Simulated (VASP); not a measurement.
# Mg3Te (I4/mmm) in VASP: notebook, part 2 of 2

VASP 6.6.1. The steps go on from the part before.

## (3) Single point, r2SCAN

This run uses another cell than the first one, of 24.66 Å³/atom.

The input, POSCAR:

```
Mg3Te
1.0
   -2.1535283599      2.1535283599      5.3174723838
    2.1535283599     -2.1535283599      5.3174723838
    2.1535283599      2.1535283599     -5.3174723838
Te Mg
1 3
Direct
    0.0000000000      0.0000000000      0.0000000000
    0.2500000000      0.7500000000      0.5000000000
    0.7500000000      0.2500000000      0.5000000000
    0.5000000000      0.5000000000      0.0000000000
```

The input, INCAR.step1:

```
  ALGO = Normal
  EDIFF = 1E-4
  ENCUT = 520
  GGA = PE
  ISMEAR = -1
  LASPH = T
  LCHARG = F
  LREAL = F
  LWAVE = T
  NBANDS = 14
  NELM = 80
  PREC = Accurate
  SIGMA = 0.05
```

The input, INCAR.step2:

```
  ALGO = Normal
  EDIFF = 1E-6
  ENCUT = 520
  ISIF = 2
  ISMEAR = -1
  ISTART = 1
  LASPH = T
  LCHARG = F
  LMIXTAU = T
  LREAL = F
  LWAVE = F
  METAGGA = R2SCAN
  NBANDS = 14
  NELM = 80
  PREC = Accurate
  SIGMA = 0.05
```

The input, KPOINTS:

```
k-points
0
Gamma
  9 9 9
```

Potentials or basis: VASP PAW PBE potentials, release 64 (Te, Mg).

Launch:

```bash
$ cat potpaw_PBE.64/Te/POTCAR potpaw_PBE.64/Mg/POTCAR > POTCAR
$ cp INCAR.step1 INCAR
$ mpirun -np 1 vasp_std > vasp.out
$ cp INCAR.step2 INCAR
$ mpirun -np 1 vasp_std > vasp.out
```

OUTCAR:

```text
EDIFF = 1E-6
   ENCUT = 520
   ISIF = 2
   ISMEAR = -1
   ISTART = 1
   LASPH = T
   LREAL = F
   METAGGA = R2SCAN
   NELM = 80
   PREC = Accurate

 ion  position               nearest neighbor table
   1  0.000  0.000  0.000-   4 3.05   4 3.05   4 3.05   4 3.05   3 3.42   2 3.42   3 3.42   2 3.42
                             3 3.42   3 3.42   2 3.42   2 3.42
   2  0.250  0.750  0.500-   3 3.05   3 3.05   3 3.05   3 3.05   4 3.42   1 3.42   4 3.42   4 3.42
                             1 3.42   1 3.42   4 3.42   1 3.42
   3  0.750  0.250  0.500-   2 3.05   2 3.05   2 3.05   2 3.05   4 3.42   1 3.42   4 3.42   1 3.42
                             4 3.42   4 3.42   1 3.42   1 3.42
   4  0.500  0.500  0.000-   1 3.05   1 3.05   1 3.05   1 3.05   3 3.42   2 3.42   3 3.42   3 3.42
                             2 3.42   2 3.42   3 3.42   2 3.42

  LATTYP: Found a body centered tetragonal cell.
 ALAT       =     4.3070567198
 C/A-ratio  =     2.4691907861

  Lattice vectors:

 A1 = (  -2.1535283599,   2.1535283599,   5.3174723838)
 A2 = (   2.1535283599,  -2.1535283599,   5.3174723838)
 A3 = (   2.1535283599,   2.1535283599,  -5.3174723838)

Analysis of symmetry for initial positions (statically):
=====================================================================
 Subroutine PRICEL returns:
 Original cell was already a primitive cell.

 Routine SETGRP: Setting up the symmetry group for a
 body centered tetragonal supercell.

 Subroutine GETGRP returns: Found 16 space group operations
 (whereof 16 operations were pure point group operations)
 out of a pool of 16 trial point group operations.

The static configuration has the point symmetry D_4h.

Analysis of symmetry for dynamics (positions and initial velocities):
=====================================================================
 Subroutine PRICEL returns:
 Original cell was already a primitive cell.

 Routine SETGRP: Setting up the symmetry group for a
 body centered tetragonal supercell.

 Subroutine GETGRP returns: Found 16 space group operations
 (whereof 16 operations were pure point group operations)
 out of a pool of 16 trial point group operations.

The dynamic configuration has the point symmetry D_4h.

 Subroutine INISYM returns: Found 16 space group operations
 (whereof 16 operations are pure point group operations),
 and found     1 'primitive' translations

----------------------------------------------------------------------------------------

                                     Primitive cell

  volume of cell :      98.6430

  direct lattice vectors                    reciprocal lattice vectors
    -2.153528360  2.153528360  5.317472384     0.000000000  0.232177114  0.094029637
     2.153528360 -2.153528360  5.317472384     0.232177114  0.000000000  0.094029637
     2.153528360  2.153528360 -5.317472384     0.232177114  0.232177114  0.000000000

  length of vectors
     6.127877393  6.127877393  6.127877393     0.250495080  0.250495080  0.328348024

  position of ions in fractional coordinates (direct lattice)
     0.000000000  0.000000000  0.000000000
     0.250000000  0.750000000  0.500000000
     0.750000000  0.250000000  0.500000000
     0.500000000  0.500000000  0.000000000

  ion indices of the primitive-cell ions
   primitive index   ion index
                 1           1
                 2           2
                 3           3
                 4           4
[... 54 lines left out ...]
   k-points           NKPTS =     75   k-points in BZ     NKDIM =     75   number of bands    NBANDS=     14
   number of dos      NEDOS =    301   number of ions     NIONS =      4
   total plane-waves  NPLWV = 110592
   dimension x,y,z NGX =    48 NGY =   48 NGZ =   48
   dimension x,y,z NGXF=    96 NGYF=   96 NGZF=   96
   ions per type =               1   3
   NGX,Y,Z   is equivalent  to a cutoff of  13.02, 13.02, 13.02 a.u.
   NGXF,Y,Z  is equivalent  to a cutoff of  26.04, 26.04, 26.04 a.u.
 SYSTEM =  unknown system
   PREC   = accura    normal or accurate (medium, high low for compatibility)
   ISTART =      1    job   : 0-new  1-cont  2-samecut
   ICHARG =      0    charge: 1-file 2-atom 10-const
   ISPIN  =      1    spin polarized calculation?
   LNONCOLLINEAR =      F non collinear calculations
   LSORBIT =      F    spin-orbit coupling
   LASPH  =      T    aspherical Exc in radial PAW
   ENCUT  =  520.0 eV  38.22 Ry    6.18 a.u.  11.39 11.39 11.39*2*pi/ulx,y,z
   NELM   =     80;   NELMIN=  2; NELMDL=  0     # of ELM steps
   EDIFF  = 0.1E-05   stopping-criterion for ELM
   LREAL  =      F    real-space projection
   EDIFFG = 0.1E-04   stopping-criterion for IOM
   NSW    =      0    number of steps for IOM
[... 5 lines left out ...]
   TEBEG  =    0.0;   TEEND  =   0.0 temperature during run
   PSTRESS=    0.0 pullay stress
   NELECT =      12.0000    total number of electrons
   NUPDOWN=      -1.0000    fix difference up-down
   EMIN   =  10.00;   EMAX   =-10.00  energy-range for DOS
   EFERMI =   0.00;   METHOD = LEGACY
   ISMEAR =    -1;   SIGMA  =   0.05  broadening in eV -4-tet -1-fermi 0-gaus
   EFERMI_NEDOS =   21; number of points for ismear=-14 and -15
   IALGO  =     38    algorithm
   IMIX   =      4    mixing-type and parameters
     AMIX     =   0.40;   BMIX     =  1.00
     AMIX_MAG =   1.60;   BMIX_MAG =  1.00
  volume/ion in A,a.u.               =      24.66       166.42
  Fermi-wavevector in a.u.,A,eV,Ry     =   0.811172  1.532893  8.952640  0.658000
  Thomas-Fermi vector in A             =   1.920483
   LORBIT       =      0    0 simple, 1 ext, 2 COOP (PROOUT), +10 PAW based schemes
   METAGGA = R2SCAN    functional components
   LHFCALC =     F    Hartree Fock is set to
   AEXX    =    0.0000 exact exchange contribution
   IVDW    =     0    specifies the selected vdW correction
   LEPSILON=     F    determine dielectric tensor
   LRPA    =     F    only Hartree local field effects (RPA)
 non-spin polarized calculation
  energy-cutoff  :      520.00
  volume of cell :       98.64
 maximum number of plane-waves:      2677
 NGX is ok and might be reduce to    48
   NGX = 23   NGY = 23   NGZ = 23

 number of electron      12.0000000 magnetization

 Free energy of the ion-electron system (eV)
  ---------------------------------------------------
  ext. energy  EPLUGINS =         0.00000000
  ---------------------------------------------------
  free energy    TOTEN  =       -38.48965344 eV

  energy without entropy =      -38.47020591  energy(sigma->0) =      -38.47992967

 E-fermi :   4.4776     XC(G=0):  -9.3837

 val. band max:        4.4748869012   @ k =  -0.3333   0.4444   0.2222
 cond. band min:       4.5034405495   @ k =  -0.1111  -0.2222   0.1111
 fundamental gap:      0.0285536483
 Fermi energy:         4.4775749901

 k-point     1 :       0.0000    0.0000    0.0000
  band No.  band energies     occupation
      1      -8.3236      2.00000
      2      -0.0337      2.00000
      3      -0.0041      2.00000
      4       1.5606      2.00000
      5       1.5606      2.00000
      6       5.0113      0.00005
      7       5.6678      0.00000
      8       6.0309      0.00000
      9       6.0309      0.00000
     10       6.5057      0.00000
     11       8.5254      0.00000
     12      11.2640      0.00000
     13      11.2640      0.00000
     14      11.3168      0.00000
[... 377 lines left out ...]
      1      -7.4187      2.00000
      2      -0.9178      2.00000
      3      -0.6644      2.00000
      4       0.3774      2.00000
      5       1.9877      2.00000
      6       3.1242      2.00000
      7       4.2705      1.96867
      8       5.3124      0.00000
      9       5.9411      0.00000
     10       6.5642      0.00000
     11       9.8873      0.00000
     12      10.7831      0.00000
     13      12.6105      0.00000
     14      13.1690      0.00000

 [... further k-points ...]

------------------------ aborting loop because EDIFF is reached ----------------------------------------

  FORCE on cell =-STRESS in cart. coord.  units (eV):
  Direction    XX          YY          ZZ          XY          YZ          ZX
  --------------------------------------------------------------------------------------
  -------------------------------------------------------------------------------------
  Total       -1.1899143     -1.1899143     -0.7178166      0.0000000      0.0000000      0.0000000
  in kB      -19.3267952    -19.3267952    -11.6589022      0.0000000      0.0000000      0.0000000
  external PRESSURE =     -16.7708309 kB  Pullay stress =       0.0000000 kB

 VOLUME and BASIS-vectors are now :
 -----------------------------------------------------------------------------
  energy-cutoff  :      520.00
  volume of cell :       98.64
      direct lattice vectors                 reciprocal lattice vectors
    -2.153528360  2.153528360  5.317472384     0.000000000  0.232177114  0.094029637
     2.153528360 -2.153528360  5.317472384     0.232177114  0.000000000  0.094029637
     2.153528360  2.153528360 -5.317472384     0.232177114  0.232177114  0.000000000

 POSITION                                       TOTAL-FORCE (eV/Angst)
 -----------------------------------------------------------------------------------
      0.00000      0.00000      0.00000        -0.000000     -0.000000     -0.000000
      2.15353      0.00000      2.65874         0.000000      0.000000      0.000000
      0.00000      2.15353      2.65874        -0.000000     -0.000000     -0.000000
      0.00000      0.00000      5.31747        -0.000000     -0.000000     -0.000000
 -----------------------------------------------------------------------------------
    total drift:                                0.000000     -0.000000     -0.000000

  FREE ENERGIE OF THE ION-ELECTRON SYSTEM (eV)
  ---------------------------------------------------
  free  energy   TOTEN  =       -38.4896534413 eV

  energy  without entropy=      -38.4702059083  energy(sigma->0) =      -38.47992967
```

Run time: 5.3 min. Hardware: 1 thread of Intel Xeon 6975P-C (Granite Rapids), shared host; peak memory 0.42 GiB.

What came out:

| Property | Result |
| --- | --- |
| Free energy | -38.4897 eV |
| Pressure | -1.7 GPa |
| Band gap on the k mesh | zero (bands 6 and 7 overlap by 1.61 eV) |

Stress tensor (GPa, compression positive):
```
-1.93  0.00  0.00
 0.00 -1.93  0.00
 0.00  0.00 -1.17
```

Levels at points of the mesh, in eV from the Fermi level:
| k point | band 4 | band 5 | band 6 | band 7 | band 8 | band 9 |
| --- | --- | --- | --- | --- | --- | --- |
| (0.00, 0.00, 0.00) | -2.92 | -2.92 | 0.53 | 1.19 | 1.55 | 1.55 |

Caveat: the PAW data sets were made with another functional, which shifts forces and pressure a little; spin-orbit coupling is left out, which moves the levels of the heavy elements.

The gap in the log of VASP goes by the Fermi energy; the results here count the filled bands.